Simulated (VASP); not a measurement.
# Ag (P6_3/mmc) in VASP: notebook

Ag is run at these levels: PBEsol; tasks: single point.

Program: VASP 6.6.1. These are calculated values, not measurements. Logs are shortened: lines on timing, memory, paths and dates and some standing lists are left out, and cuts for length are marked.

## Step 1: The cell of the first run

The structure is hexagonal, space group P6_3/mmc (No. 194). Conventional cell: a = 2.735 Å, b = 2.735 Å, c = 4.528 Å, α = 90.00°, β = 90.00°, γ = 120.00°. Ag (site symmetry -6m2) has 12 Ag at 2.74 to 2.76 Å within 3.6 Å.

This isn't the form of Ag at room conditions, which is fcc.

## Step 2: Single point, PBEsol

The input, INCAR:

```
PREC = Accurate
ENCUT = 520
EDIFF = 1E-6
ISMEAR = -1
SIGMA = 0.05
LREAL = F
LASPH = T
NELM = 60
ALGO = Normal
ISIF = 2
LWAVE = F
LCHARG = F
GGA = PS
NBANDS = 18
```

The input, KPOINTS:

```
regular mesh
0
Gamma
  15 15 8
```

The input, POSCAR:

```
Ag
1.0
    2.7353200093      0.0000000000      0.0000000000
   -1.3676600047      2.3688566156      0.0000000000
    0.0000000000      0.0000000000      4.5280473445
Ag
2
Direct
    0.3333333333      0.6666666667      0.2500000000
    0.6666666667      0.3333333333      0.7500000000
```

Potentials or basis: VASP PAW PBE potentials, release 64 (Ag).

Launch:

```console
> cat potpaw_PBE.64/Ag/POTCAR > POTCAR
> mpirun -np 1 vasp_std > vasp.out
```

OUTCAR:

```text
PREC = Accurate
   ENCUT = 520
   EDIFF = 1E-6
   ISMEAR = -1
   LREAL = F
   LASPH = T
   NELM = 60
   ISIF = 2
   GGA = PS

 ion  position               nearest neighbor table
   1  0.333  0.667  0.250-   2 2.76   2 2.76   2 2.76   2 2.76   2 2.76   2 2.76
   2  0.667  0.333  0.750-   1 2.76   1 2.76   1 2.76   1 2.76   1 2.76   1 2.76

  LATTYP: Found a hexagonal cell.
 ALAT       =     2.7353200093
 C/A-ratio  =     1.6553994886

  Lattice vectors:

 A1 = (   2.7353200093,   0.0000000000,   0.0000000000)
 A2 = (  -1.3676600047,   2.3688566156,   0.0000000000)
 A3 = (   0.0000000000,   0.0000000000,   4.5280473445)

Analysis of symmetry for initial positions (statically):
=====================================================================
 Subroutine PRICEL returns:
 Original cell was already a primitive cell.

 Routine SETGRP: Setting up the symmetry group for a
 hexagonal supercell.

 Subroutine GETGRP returns: Found 24 space group operations
 (whereof 12 operations were pure point group operations)
 out of a pool of 24 trial point group operations.

The static configuration has the point symmetry D_3d.
 The point group associated with its full space group is D_6h.

Analysis of symmetry for dynamics (positions and initial velocities):
=====================================================================
 Subroutine PRICEL returns:
 Original cell was already a primitive cell.

 Routine SETGRP: Setting up the symmetry group for a
 hexagonal supercell.

 Subroutine GETGRP returns: Found 24 space group operations
 (whereof 12 operations were pure point group operations)
 out of a pool of 24 trial point group operations.

The dynamic configuration has the point symmetry D_3d.
 The point group associated with its full space group is D_6h.

 Subroutine INISYM returns: Found 24 space group operations
 (whereof 12 operations are pure point group operations),
 and found     1 'primitive' translations

----------------------------------------------------------------------------------------

                                     Primitive cell

  volume of cell :      29.3398

  direct lattice vectors                    reciprocal lattice vectors
     2.735320009  0.000000000  0.000000000     0.365587937  0.211072294  0.000000000
    -1.367660005  2.368856616  0.000000000     0.000000000  0.422144588  0.000000000
     0.000000000  0.000000000  4.528047345     0.000000000  0.000000000  0.220845747

  length of vectors
     2.735320009  2.735320009  4.528047345     0.422144588  0.422144588  0.220845747

  position of ions in fractional coordinates (direct lattice)
     0.333333333  0.666666667  0.250000000
     0.666666667  0.333333333  0.750000000

  ion indices of the primitive-cell ions
   primitive index   ion index
                 1           1
                 2           2

----------------------------------------------------------------------------------------

 KPOINTS: regular mesh

Automatic generation of k-mesh.
 Grid dimensions read from file:
 generate k-points for:   15   15    8

 Generating k-lattice:

  Cartesian coordinates                     Fractional coordinates (reciprocal lattice)
     0.024372529  0.014071486  0.000000000     0.066666667  0.000000000  0.000000000
     0.000000000  0.028142973  0.000000000     0.000000000  0.066666667  0.000000000
     0.000000000  0.000000000  0.027605718     0.000000000  0.000000000  0.125000000

  Length of vectors
     0.028142973  0.028142973  0.027605718

  Shift w.r.t. Gamma in fractional coordinates (k-lattice)
     0.000000000  0.000000000  0.000000000

 Subroutine IBZKPT returns following result:
 ===========================================

 Found    135 irreducible k-points:

 Following reciprocal coordinates:
            Coordinates               Weight
  0.000000  0.000000  0.000000      1.000000
  0.066667  0.000000  0.000000      6.000000
  0.133333  0.000000  0.000000      6.000000
  0.200000  0.000000  0.000000      6.000000
  0.266667  0.000000  0.000000      6.000000
  0.333333  0.000000  0.000000      6.000000
[... 16 lines left out ...]
  0.333333  0.200000  0.000000     12.000000
  0.400000  0.200000  0.000000      6.000000
 [... further k-points ...]
   k-points           NKPTS =    135   k-points in BZ     NKDIM =    135   number of bands    NBANDS=     18
   number of dos      NEDOS =    301   number of ions     NIONS =      2
   total plane-waves  NPLWV =  14400
   dimension x,y,z NGX =    20 NGY =   20 NGZ =   36
   dimension x,y,z NGXF=    40 NGYF=   40 NGZF=   72
   ions per type =               2
   NGX,Y,Z   is equivalent  to a cutoff of  12.16, 12.16, 13.22 a.u.
   NGXF,Y,Z  is equivalent  to a cutoff of  24.31, 24.31, 26.43 a.u.
 SYSTEM =  unknown system
   PREC   = accura    normal or accurate (medium, high low for compatibility)
   ISTART =      0    job   : 0-new  1-cont  2-samecut
   ICHARG =      2    charge: 1-file 2-atom 10-const
   ISPIN  =      1    spin polarized calculation?
   LNONCOLLINEAR =      F non collinear calculations
   LSORBIT =      F    spin-orbit coupling
   LASPH  =      T    aspherical Exc in radial PAW
   ENCUT  =  520.0 eV  38.22 Ry    6.18 a.u.   5.09  5.09  8.42*2*pi/ulx,y,z
   NELM   =     60;   NELMIN=  2; NELMDL= -5     # of ELM steps
   EDIFF  = 0.1E-05   stopping-criterion for ELM
   LREAL  =      F    real-space projection
   EDIFFG = 0.1E-04   stopping-criterion for IOM
   NSW    =      0    number of steps for IOM
   IBRION =     -1    ionic relax: 0-MD 1-quasi-New 2-CG
   NFREE  =      0    steps in history (QN), initial steepest desc. (CG)
   ISIF   =      2    stress and relaxation
   ISYM   =      2    0-nonsym 1-usesym 2-fastsym
   POTIM  = 0.5000    time-step for ionic-motion
   TEBEG  =    0.0;   TEEND  =   0.0 temperature during run
   PSTRESS=    0.0 pullay stress
   NELECT =      22.0000    total number of electrons
   NUPDOWN=      -1.0000    fix difference up-down
   EMIN   =  10.00;   EMAX   =-10.00  energy-range for DOS
   EFERMI =   0.00;   METHOD = LEGACY
   ISMEAR =    -1;   SIGMA  =   0.05  broadening in eV -4-tet -1-fermi 0-gaus
   EFERMI_NEDOS =   21; number of points for ismear=-14 and -15
   IALGO  =     38    algorithm
   IMIX   =      4    mixing-type and parameters
     AMIX     =   0.40;   BMIX     =  1.00
     AMIX_MAG =   1.60;   BMIX_MAG =  1.00
  volume/ion in A,a.u.               =      14.67        99.00
  Fermi-wavevector in a.u.,A,eV,Ry     =   1.487293  2.810576 30.096624  2.212039
  Thomas-Fermi vector in A             =   2.600472
   LORBIT       =      0    0 simple, 1 ext, 2 COOP (PROOUT), +10 PAW based schemes
   GGA     = PS    functional components
   LHFCALC =     F    Hartree Fock is set to
   AEXX    =    0.0000 exact exchange contribution
   IVDW    =     0    specifies the selected vdW correction
   LEPSILON=     F    determine dielectric tensor
   LRPA    =     F    only Hartree local field effects (RPA)
 non-spin polarized calculation
  energy-cutoff  :      520.00
  volume of cell :       29.34
 maximum number of plane-waves:       803
   NGX = 11   NGY = 11   NGZ = 17

 number of electron      21.9999996 magnetization

 Free energy of the ion-electron system (eV)
  ---------------------------------------------------
  ext. energy  EPLUGINS =         0.00000000
  ---------------------------------------------------
  free energy    TOTEN  =        -6.38300293 eV

  energy without entropy =       -6.37880233  energy(sigma->0) =       -6.38090263

 E-fermi :  10.7233     XC(G=0): -13.3325

 val. band max:       10.5744173684   @ k =   0.2000   0.0667   0.2500
 cond. band min:      10.7422114602   @ k =   0.4667   0.0667   0.2500
 fundamental gap:      0.1677940918
 Fermi energy:        10.7232832516

 k-point     1 :       0.0000    0.0000    0.0000
  band No.  band energies     occupation
      1       1.4927      2.00000
      2       3.0399      2.00000
      3       5.0366      2.00000
      4       5.2156      2.00000
      5       5.2156      2.00000
      6       5.5189      2.00000
[... 10 lines left out ...]
     17      30.8285      0.00000
     18      30.8285      0.00000

 k-point     2 :       0.0667    0.0000    0.0000
  band No.  band energies     occupation
      1       1.6344      2.00000
      2       3.1320      2.00000
      3       4.9570      2.00000
      4       5.2853      2.00000
      5       5.3014      2.00000
      6       5.4821      2.00000
[... 10 lines left out ...]
     17      29.7839      0.00000
     18      30.2998      0.00000

 k-point     3 :       0.1333    0.0000    0.0000
  band No.  band energies     occupation
      1       2.0399      2.00000
      2       3.3706      2.00000
      3       4.7957      2.00000
      4       5.3281      2.00000
      5       5.5289      2.00000
      6       5.5502      2.00000
[... 10 lines left out ...]
     17      28.8553      0.00000
     18      30.0449      0.00000

 k-point     4 :       0.2000    0.0000    0.0000
  band No.  band energies     occupation
      1       2.6307      2.00000
      2       3.6077      2.00000
      3       4.7025      2.00000
      4       5.0794      2.00000
      5       5.2320      2.00000
      6       5.6999      2.00000
[... 375 lines left out ...]
      4       4.8485      2.00000
      5       4.9877      2.00000
      6       5.6084      2.00000
[... 10 lines left out ...]
     17      24.9405      0.00000
     18      25.6206      0.00000

 k-point    23 :       0.3333    0.2000    0.0000
  band No.  band energies     occupation
      1       3.6782      2.00000
      2       3.7988      2.00000
      3       4.0973      2.00000
      4       4.9991      2.00000
      5       5.2100      2.00000
      6       5.4204      2.00000
[... 10 lines left out ...]
     17      23.0797      0.00000
     18      25.1489      0.00000

 k-point    24 :       0.4000    0.2000    0.0000
  band No.  band energies     occupation
      1       3.6229      2.00000
      2       3.7540      2.00000
      3       4.0918      2.00000
      4       5.0313      2.00000
      5       5.3262      2.00000
      6       5.3423      2.00000
[... 10 lines left out ...]
     17      22.2563      0.00000
     18      25.0144      0.00000

 [... further k-points ...]

------------------------ aborting loop because EDIFF is reached ----------------------------------------

  FORCE on cell =-STRESS in cart. coord.  units (eV):
  Direction    XX          YY          ZZ          XY          YZ          ZX
  --------------------------------------------------------------------------------------
  -------------------------------------------------------------------------------------
  Total        3.8973322      3.8973322      3.9000864     -0.0000000      0.0000000      0.0000000
  in kB      212.8237723    212.8237723    212.9741679     -0.0000000      0.0000000      0.0000000
  external PRESSURE =     212.8739042 kB  Pullay stress =       0.0000000 kB

 VOLUME and BASIS-vectors are now :
 -----------------------------------------------------------------------------
  energy-cutoff  :      520.00
  volume of cell :       29.34
      direct lattice vectors                 reciprocal lattice vectors
     2.735320009  0.000000000  0.000000000     0.365587937  0.211072294  0.000000000
    -1.367660005  2.368856616  0.000000000     0.000000000  0.422144588  0.000000000
     0.000000000  0.000000000  4.528047345     0.000000000  0.000000000  0.220845747

 POSITION                                       TOTAL-FORCE (eV/Angst)
 -----------------------------------------------------------------------------------
     -0.00000      1.57924      1.13201        -0.000000     -0.000000      0.000000
      1.36766      0.78962      3.39604         0.000000      0.000000      0.000000
 -----------------------------------------------------------------------------------
    total drift:                               -0.000000      0.000000     -0.000000

  FREE ENERGIE OF THE ION-ELECTRON SYSTEM (eV)
  ---------------------------------------------------
  free  energy   TOTEN  =        -6.3830029284 eV

  energy  without entropy=       -6.3788023304  energy(sigma->0) =       -6.38090263
```

Run time: 66 s. Hardware: 1 thread of Intel Xeon 8259CL, shared host; peak memory 0.18 GiB.

What came out:

```yaml
Free_energy: -6.3830 eV
Pressure: 21.3 GPa
Band_gap_on_the_k_mesh: zero (bands 11 and 12 overlap by 8.17 eV)
```

Caveat: the cell stands under pressure; the PAW data sets were made with another functional, which shifts forces and pressure a little.

## Step 3: Single point, PBEsol

This run uses another cell than the first one, of 16.67 Å³/atom.

The input, INCAR:

```
SYSTEM = Ag
ALGO = Normal
EDIFF = 1E-6
ENCUT = 520
GGA = PS
ISIF = 2
ISMEAR = -1
LASPH = .TRUE.
LCHARG = .TRUE.
LELF = .TRUE.
LREAL = .FALSE.
LVHAR = .TRUE.
LWAVE = .FALSE.
NBANDS = 18
NELM = 80
PREC = Accurate
SIGMA = 0.05
```

The input, KPOINTS:

```
k-points
0
G
  15 15 8
  0 0 0
```

The input, POSCAR:

```
Ag
1.0
    2.8507817729      0.0000000000      0.0000000000
   -1.4253908865      2.4688494359      0.0000000000
    0.0000000000      0.0000000000      4.7371444194
Ag
2
Direct
    0.3333333333      0.6666666667      0.2500000000
    0.6666666667      0.3333333333      0.7500000000
```

Potentials or basis: VASP PAW PBE potentials, release 64 (Ag).

Launch:

```console
> cat potpaw_PBE.64/Ag/POTCAR > POTCAR
> mpirun -np 1 vasp_std > vasp.out
```

OUTCAR:

```text
SYSTEM = Ag
   EDIFF = 1E-6
   ENCUT = 520
   GGA = PS
   ISIF = 2
   ISMEAR = -1
   LASPH = .TRUE.
   LREAL = .FALSE.
   NELM = 80
   PREC = Accurate

 ion  position               nearest neighbor table
   1  0.333  0.667  0.250-   2 2.88   2 2.88   2 2.88   2 2.88   2 2.88   2 2.88
   2  0.667  0.333  0.750-   1 2.88   1 2.88   1 2.88   1 2.88   1 2.88   1 2.88

  LATTYP: Found a hexagonal cell.
 ALAT       =     2.8507817729
 C/A-ratio  =     1.6617001219

  Lattice vectors:

 A1 = (   2.8507817729,   0.0000000000,   0.0000000000)
 A2 = (  -1.4253908865,   2.4688494359,   0.0000000000)
 A3 = (   0.0000000000,   0.0000000000,   4.7371444194)

Analysis of symmetry for initial positions (statically):
=====================================================================
 Subroutine PRICEL returns:
 Original cell was already a primitive cell.

 Routine SETGRP: Setting up the symmetry group for a
 hexagonal supercell.

 Subroutine GETGRP returns: Found 24 space group operations
 (whereof 12 operations were pure point group operations)
 out of a pool of 24 trial point group operations.

The static configuration has the point symmetry D_3d.
[... 162 lines left out ...]

 E-fermi :   8.7115     XC(G=0): -12.5468

 val. band max:        8.5149305952   @ k =   0.4667  -0.0000   0.3750
 cond. band min:       8.7381897271   @ k =   0.2667   0.2667   0.0000
 fundamental gap:      0.2232591319
 Fermi energy:         8.7114985808

 k-point     1 :       0.0000    0.0000    0.0000
  band No.  band energies     occupation
      1       0.5492      2.00000
      2       1.9905      2.00000
      3       3.6116      2.00000
      4       3.7752      2.00000
      5       3.7752      2.00000
      6       4.0106      2.00000
[... 481 lines left out ...]
      5       3.8806      2.00000
      6       3.9398      2.00000
[... 10 lines left out ...]
     17      19.3222      0.00000
     18      22.2688      0.00000

 [... further k-points ...]

------------------------ aborting loop because EDIFF is reached ----------------------------------------

  FORCE on cell =-STRESS in cart. coord.  units (eV):
  Direction    XX          YY          ZZ          XY          YZ          ZX
  --------------------------------------------------------------------------------------
  -------------------------------------------------------------------------------------
  Total       -0.0472641     -0.0472641     -0.0515587      0.0000000      0.0000000     -0.0000000
  in kB       -2.2712604     -2.2712604     -2.4776336      0.0000000      0.0000000     -0.0000000
  external PRESSURE =      -2.3400515 kB  Pullay stress =       0.0000000 kB

 VOLUME and BASIS-vectors are now :
 -----------------------------------------------------------------------------
  energy-cutoff  :      520.00
  volume of cell :       33.34
      direct lattice vectors                 reciprocal lattice vectors
     2.850781773  0.000000000  0.000000000     0.350780972  0.202523488  0.000000000
    -1.425390887  2.468849436  0.000000000     0.000000000  0.405046977  0.000000000
     0.000000000  0.000000000  4.737144419     0.000000000  0.000000000  0.211097638

 POSITION                                       TOTAL-FORCE (eV/Angst)
 -----------------------------------------------------------------------------------
     -0.00000      1.64590      1.18429         0.000000     -0.000000      0.000000
      1.42539      0.82295      3.55286        -0.000000      0.000000      0.000000
 -----------------------------------------------------------------------------------
    total drift:                               -0.000000      0.000000     -0.000000

  FREE ENERGIE OF THE ION-ELECTRON SYSTEM (eV)
  ---------------------------------------------------
  free  energy   TOTEN  =        -6.6136544622 eV

  energy  without entropy=       -6.6093158797  energy(sigma->0) =       -6.61148517
```

Wall time 67 s (1 thread of Intel Xeon 8259CL, shared host); peak memory 0.2 GiB.

What came out:

- Free energy: -6.6137 eV
- Pressure: -0.2 GPa
- Band gap on the k mesh: zero (bands 11 and 12 overlap by 7.60 eV)

Caveat: the PAW data sets were made with another functional, which shifts forces and pressure a little.

[end of part 1 of 2]
